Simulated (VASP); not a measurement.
# CoO (Fm-3m) in VASP: further runs

The runs below take CoO through single point, with BLYP+U.

Program: VASP 6.6.1. These are calculated values, not measurements. Logs are shortened: lines on timing, memory, paths and dates and some standing lists are left out, and cuts for length are marked.

### 1 The cell of the first run

It takes space group Fm-3m (No. 225, cubic). Conventional cell: a = 4.383 Å, b = 4.383 Å, c = 4.383 Å, α = 90.00°, β = 90.00°, γ = 90.00°. Within 2.9 Å of Co (site symmetry m-3m) lie 6 O at 2.19 Å. Within 2.9 Å of O (site symmetry m-3m) lie 6 Co at 2.19 Å.

### 2 Single point, BLYP+U, collinear spin, ferromagnetic start (10.52 Å³/atom)

Contents of INCAR:

```
SYSTEM = CoO
  PREC = Accurate
  ENCUT = 700
  EDIFF = 1E-6
  ISMEAR = 0
  SIGMA = 0.05
  LREAL = .False.
  LASPH = .True.
  NELM = 200
  ALGO = Normal
  ISIF = 2
  LWAVE = .False.
  LCHARG = .False.
  ISPIN = 2
  MAGMOM = 2.88 0.26
  LORBIT = 11
  LMAXMIX = 4
  LDAU = .True.
  LDAUTYPE = 2
  LDAUL = 2 -1
  LDAUU = 3.3 0
  LDAUJ = 0 0
  LDAUPRINT = 1
  GGA = B5
  ALDAX = 1.0
  AGGAX = 1.0
  AGGAC = 1.0
  ALDAC = 0.0
  NBANDS = 22
  GGA_COMPAT = .False.
```

Contents of KPOINTS:

```
regular mesh
0
Gamma
  10 10 10
  0 0 0
```

Contents of POSCAR:

```
CoO
1.0
    0.0000000000      2.1913515351      2.1913515351
    2.1913515351      0.0000000000      2.1913515351
    2.1913515351      2.1913515351      0.0000000000
Co O
1 1
Direct
    0.0000000000      0.0000000000      0.0000000000
    0.5000000000      0.5000000000      0.5000000000
```

Potentials or basis: VASP PAW PBE potentials, release 64 (Co_sv, O).

Launch:

```
$ cat potpaw_PBE.64/Co_sv/POTCAR potpaw_PBE.64/O/POTCAR > POTCAR
$ mpirun -np 1 vasp_std > vasp.out
```

OUTCAR:

```text
SYSTEM = CoO
   PREC = Accurate
   ENCUT = 700
   EDIFF = 1E-6
   ISMEAR = 0
   LREAL = .False.
   LASPH = .True.
   NELM = 200
   ISIF = 2
   ISPIN = 2
   LORBIT = 11
   GGA = B5

 ion  position               nearest neighbor table
   1  0.000  0.000  0.000-   2 2.19   2 2.19   2 2.19   2 2.19   2 2.19   2 2.19
   2  0.500  0.500  0.500-   1 2.19   1 2.19   1 2.19   1 2.19   1 2.19   1 2.19

  LATTYP: Found a face centered cubic cell.
 ALAT       =     4.3827030702

  Lattice vectors:

 A1 = (   0.0000000000,   2.1913515351,   2.1913515351)
 A2 = (   2.1913515351,   0.0000000000,   2.1913515351)
 A3 = (   2.1913515351,   2.1913515351,   0.0000000000)

Analysis of symmetry for initial positions (statically):
=====================================================================
 Subroutine PRICEL returns:
 Original cell was already a primitive cell.

 Routine SETGRP: Setting up the symmetry group for a
 face centered cubic supercell.

 Subroutine GETGRP returns: Found 48 space group operations
 (whereof 48 operations were pure point group operations)
 out of a pool of 48 trial point group operations.

The static configuration has the point symmetry O_h .

Analysis of symmetry for dynamics (positions and initial velocities):
=====================================================================
 Subroutine PRICEL returns:
 Original cell was already a primitive cell.

 Routine SETGRP: Setting up the symmetry group for a
 face centered cubic supercell.

 Subroutine GETGRP returns: Found 48 space group operations
 (whereof 48 operations were pure point group operations)
 out of a pool of 48 trial point group operations.

The dynamic configuration has the point symmetry O_h .

Analysis of structural, dynamic, and magnetic symmetry:
=====================================================================
 Subroutine PRICEL returns:
 Original cell was already a primitive cell.

 Routine SETGRP: Setting up the symmetry group for a
 face centered cubic supercell.

 Subroutine GETGRP returns: Found 48 space group operations
 (whereof 48 operations were pure point group operations)
 out of a pool of 48 trial point group operations.

The overall configuration has the point symmetry O_h .

 Subroutine INISYM returns: Found 48 space group operations
 (whereof 48 operations are pure point group operations),
 and found     1 'primitive' translations

----------------------------------------------------------------------------------------

                                     Primitive cell

  volume of cell :      21.0458

  direct lattice vectors                    reciprocal lattice vectors
     0.000000000  2.191351535  2.191351535    -0.228169690  0.228169690  0.228169690
     2.191351535  0.000000000  2.191351535     0.228169690 -0.228169690  0.228169690
     2.191351535  2.191351535  0.000000000     0.228169690  0.228169690 -0.228169690

  length of vectors
     3.099039061  3.099039061  3.099039061     0.395201495  0.395201495  0.395201495

  position of ions in fractional coordinates (direct lattice)
     0.000000000  0.000000000  0.000000000
     0.500000000  0.500000000  0.500000000

  ion indices of the primitive-cell ions
   primitive index   ion index
                 1           1
                 2           2

----------------------------------------------------------------------------------------

 KPOINTS: regular mesh

Automatic generation of k-mesh.
 Grid dimensions read from file:
 generate k-points for:   10   10   10

 Generating k-lattice:

  Cartesian coordinates                     Fractional coordinates (reciprocal lattice)
    -0.022816969  0.022816969  0.022816969     0.100000000  0.000000000  0.000000000
[... 57 lines left out ...]
   ENCUT  =  700.0 eV  51.45 Ry    7.17 a.u.   6.69  6.69  6.69*2*pi/ulx,y,z
   NELM   =    200;   NELMIN=  2; NELMDL= -5     # of ELM steps
   EDIFF  = 0.1E-05   stopping-criterion for ELM
   LREAL  =      F    real-space projection
   EDIFFG = 0.1E-04   stopping-criterion for IOM
   NSW    =      0    number of steps for IOM
   IBRION =     -1    ionic relax: 0-MD 1-quasi-New 2-CG
   NFREE  =      0    steps in history (QN), initial steepest desc. (CG)
   ISIF   =      2    stress and relaxation
   ISYM   =      2    0-nonsym 1-usesym 2-fastsym
   POTIM  = 0.5000    time-step for ionic-motion
   TEBEG  =    0.0;   TEEND  =   0.0 temperature during run
   PSTRESS=    0.0 pullay stress
   NELECT =      23.0000    total number of electrons
   NUPDOWN=      -1.0000    fix difference up-down
   EMIN   =  10.00;   EMAX   =-10.00  energy-range for DOS
   EFERMI =   0.00;   METHOD = LEGACY
   ISMEAR =     0;   SIGMA  =   0.05  broadening in eV -4-tet -1-fermi 0-gaus
   EFERMI_NEDOS =   21; number of points for ismear=-14 and -15
   IALGO  =     38    algorithm
   IMIX   =      4    mixing-type and parameters
     AMIX     =   0.40;   BMIX     =  1.00
     AMIX_MAG =   1.60;   BMIX_MAG =  1.00
  volume/ion in A,a.u.               =      10.52        71.01
  Fermi-wavevector in a.u.,A,eV,Ry     =   1.686276  3.186600 38.688542  2.843528
  Thomas-Fermi vector in A             =   2.768970
   LORBIT       =     11    0 simple, 1 ext, 2 COOP (PROOUT), +10 PAW based schemes
 LDA+U is selected, type is set to LDAUTYPE =  2
   angular momentum for each species LDAUL =     2   -1
   U (eV)           for each species LDAUU =   3.3  0.0
   J (eV)           for each species LDAUJ =   0.0  0.0
   GGA     = B5    functional components
   LHFCALC =     F    Hartree Fock is set to
   AEXX    =    0.0000 exact exchange contribution
   IVDW    =     0    specifies the selected vdW correction
   LEPSILON=     F    determine dielectric tensor
   LRPA    =     F    only Hartree local field effects (RPA)
 spin polarized calculation
 Gauss-broadening in eV      SIGMA  =   0.05
  energy-cutoff  :      700.00
  volume of cell :       21.05
 maximum number of plane-waves:       903
   NGX = 13   NGY = 13   NGZ = 13

atom =   1  type =  1  l = 2

 onsite density matrix

spin component  1

  0.9262  0.0000  0.0000 -0.0000  0.0000
  0.0000  0.9262  0.0000 -0.0000 -0.0000
  0.0000  0.0000  0.9523 -0.0000  0.0000
 -0.0000 -0.0000 -0.0000  0.9262 -0.0000
  0.0000 -0.0000  0.0000 -0.0000  0.9523

spin component  2

  0.6131 -0.0000  0.0000  0.0000 -0.0000
 -0.0000  0.6131  0.0000 -0.0000 -0.0000
  0.0000  0.0000  0.0943  0.0000 -0.0000
  0.0000 -0.0000  0.0000  0.6131  0.0000
 -0.0000 -0.0000 -0.0000  0.0000  0.0943

 occupancies and eigenvectors

  o =  0.0943  v =  0.0000  0.0000  0.0000  0.0000  0.0000  0.0000 -0.0000  0.0137 -0.0000  0.9999      0.0000  0.0000  0.0000  0.0000  0.0000  0.0000  0.0000  0.0000  0.0000  0.0000
  o =  0.0943  v =  0.0000  0.0000  0.0000  0.0000  0.0000  0.0000  0.0000  0.9999  0.0000 -0.0137      0.0000  0.0000  0.0000  0.0000  0.0000  0.0000  0.0000  0.0000  0.0000  0.0000
  o =  0.6131  v =  0.0000  0.0000  0.0000  0.0000  0.0000  1.0000  0.0000  0.0000  0.0000  0.0000      0.0000  0.0000  0.0000  0.0000  0.0000  0.0000  0.0000  0.0000  0.0000  0.0000
  o =  0.6131  v =  0.0000  0.0000  0.0000  0.0000  0.0000  0.0000  0.4765  0.0000 -0.8792 -0.0000      0.0000  0.0000  0.0000  0.0000  0.0000  0.0000  0.0000  0.0000  0.0000  0.0000
  o =  0.6131  v =  0.0000  0.0000  0.0000  0.0000  0.0000  0.0000 -0.8792  0.0000 -0.4765 -0.0000      0.0000  0.0000  0.0000  0.0000  0.0000  0.0000  0.0000  0.0000  0.0000  0.0000
  o =  0.9262  v =  1.0000  0.0000  0.0000  0.0000  0.0000  0.0000  0.0000  0.0000  0.0000  0.0000      0.0000  0.0000  0.0000  0.0000  0.0000  0.0000  0.0000  0.0000  0.0000  0.0000
  o =  0.9262  v =  0.0000  0.9900  0.0000 -0.1412 -0.0000  0.0000  0.0000  0.0000  0.0000  0.0000      0.0000  0.0000  0.0000  0.0000  0.0000  0.0000  0.0000  0.0000  0.0000  0.0000
  o =  0.9262  v =  0.0000 -0.1412  0.0000 -0.9900 -0.0000  0.0000  0.0000  0.0000  0.0000  0.0000      0.0000  0.0000  0.0000  0.0000  0.0000  0.0000  0.0000  0.0000  0.0000  0.0000
  o =  0.9523  v =  0.0000  0.0000 -0.9960 -0.0000  0.0894  0.0000  0.0000  0.0000  0.0000  0.0000      0.0000  0.0000  0.0000  0.0000  0.0000  0.0000  0.0000  0.0000  0.0000  0.0000
  o =  0.9523  v =  0.0000  0.0000  0.0894 -0.0000  0.9960  0.0000  0.0000  0.0000  0.0000  0.0000      0.0000  0.0000  0.0000  0.0000  0.0000  0.0000  0.0000  0.0000  0.0000  0.0000

 number of electron      22.9999991 magnetization       3.0001052

 Free energy of the ion-electron system (eV)
  ---------------------------------------------------
  ext. energy  EPLUGINS =         0.00000000
  ---------------------------------------------------
  free energy    TOTEN  =       -10.09125410 eV

  energy without entropy =      -10.08392582  energy(sigma->0) =      -10.08758996

 E-fermi :   7.5938     XC(G=0): -11.6227

 val. band max:        7.5886703838   @ k =   0.4000   0.2000   0.1000
 cond. band min:       7.5959332921   @ k =   0.5000   0.3000   0.0000
 fundamental gap:      0.0072629083
 Fermi energy:         7.5937512961

 spin component 1

 k-point     1 :       0.0000    0.0000    0.0000
  band No.  band energies     occupation
      1     -88.5747      1.00000
      2     -52.0568      1.00000
      3     -52.0568      1.00000
      4     -52.0568      1.00000
      5     -11.1872      1.00000
      6       3.3218      1.00000
[... 1193 lines left out ...]
     21      36.9231      0.00000
     22      38.0103      0.00000

 [... further k-points ...]
[... 5 lines left out ...]
  --------------------------------------------------------------------------------------
  -------------------------------------------------------------------------------------
  Total       -0.9733681     -0.9733681     -0.9733681     -0.0000000     -0.0000000      0.0000000
  in kB      -74.1005663    -74.1005663    -74.1005663     -0.0000000     -0.0000000      0.0000000
  external PRESSURE =     -74.1005663 kB  Pullay stress =       0.0000000 kB

 VOLUME and BASIS-vectors are now :
 -----------------------------------------------------------------------------
  energy-cutoff  :      700.00
  volume of cell :       21.05
      direct lattice vectors                 reciprocal lattice vectors
     0.000000000  2.191351535  2.191351535    -0.228169690  0.228169690  0.228169690
     2.191351535  0.000000000  2.191351535     0.228169690 -0.228169690  0.228169690
     2.191351535  2.191351535  0.000000000     0.228169690  0.228169690 -0.228169690

 POSITION                                       TOTAL-FORCE (eV/Angst)
 -----------------------------------------------------------------------------------
      0.00000      0.00000      0.00000         0.000000     -0.000000      0.000000
      2.19135      2.19135      2.19135        -0.000000      0.000000     -0.000000
 -----------------------------------------------------------------------------------
    total drift:                                0.000000      0.000000      0.000000

  FREE ENERGIE OF THE ION-ELECTRON SYSTEM (eV)
  ---------------------------------------------------
  free  energy   TOTEN  =       -10.0912541028 eV

  energy  without entropy=      -10.0839258195  energy(sigma->0) =      -10.08758996

 total charge

# of ion       s       p       d       tot
------------------------------------------
    1        2.136   6.048   6.686  14.870
    2        1.541   3.433   0.000   4.974
--------------------------------------------------
tot          3.677   9.481   6.686  19.843

 magnetization (x)

# of ion       s       p       d       tot
------------------------------------------
    1        0.012   0.009   2.650   2.671
    2        0.023   0.237   0.000   0.260
--------------------------------------------------
tot          0.035   0.245   2.650   2.931
```

Run time: 2 min. Hardware: 1 thread of AMD EPYC 7R13 (Zen 3), shared host; peak memory 0.17 GiB.

Results:

- Free energy: -10.0913 eV
- Pressure: -7.4 GPa
- Band gap on the k mesh: zero (filled and empty bands overlap)
- Net moment: 3.00 μB per cell
- Site moments: Co +2.67; O +0.26 μB
- Valence electrons inside the program's atomic spheres: Co 14.87; O 4.97

Eigenvalues of the final occupation matrices:
| site | spin | trace | eigenvalues |
| --- | --- | --- | --- |
| site 1 d | 1 | 4.68 | 0.93 0.93 0.93 0.95 0.95 |
| site 1 d | 2 | 2.03 | 0.09 0.09 0.61 0.61 0.61 |

Caveat: the cell stands under tension; the PAW data sets were made with another functional, which shifts forces and pressure a little; a cell with one magnetic atom can't hold antiferromagnetic order, which such compounds often take. The state reached can hang on the start; a lower one may exist.

(Part 1 of 2 ends here.)
